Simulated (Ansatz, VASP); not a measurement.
**One calculation of TiO2, two programs**

```
Ti O
1.0
     1.50404    0.86836    4.89520
    -1.50404    0.86836    4.89520
     0.00000   -1.73672    4.89520
Ti O
1 2
Direct
  0.00000 0.00000 0.00000
  0.60176 0.60176 0.60176
  0.39824 0.39824 0.39824
```

Alike in both runs: task single point; functional PBE; dispersion D3(BJ); k mesh 9 × 9 × 9; occupations gaussian, width 0.05 eV; no spin polarisation; Hubbard terms Ti d U = 4.0 eV.

|  | VASP | Ansatz |
| --- | --- | --- |
| version | VASP 6.6.1 | Ansatz 0.2.0 |
| potentials or method | VASP PAW PBE potentials, release 64 (Ti_sv, O), cutoff 520 eV | scalar-relativistic, plane waves, PAW |
| valence electrons in the cell | 24 | 24 |

|  | VASP | Ansatz | Ansatz less VASP |
| --- | --- | --- | --- |
| gap on the k mesh at the Fermi level (eV) | 3.02 | 2.93 | -0.084 |
| least direct gap on the mesh (eV) | 3.32 | 3.22 | -0.105 |
| pressure (GPa) | 3.6 | 0.0 | -3.59 |
| traceless stress, the component that is largest in VASP (GPa) | -0.68 | -0.04 | +0.638 |
| rms of the force components (eV/Å) | 0.184 | 0.002 | -0.1827 |

The programs project onto different local orbitals, so the same U acts differently, and such runs can settle in different states. Atom by atom the forces differ by 0.183 eV/Å (rms over components).
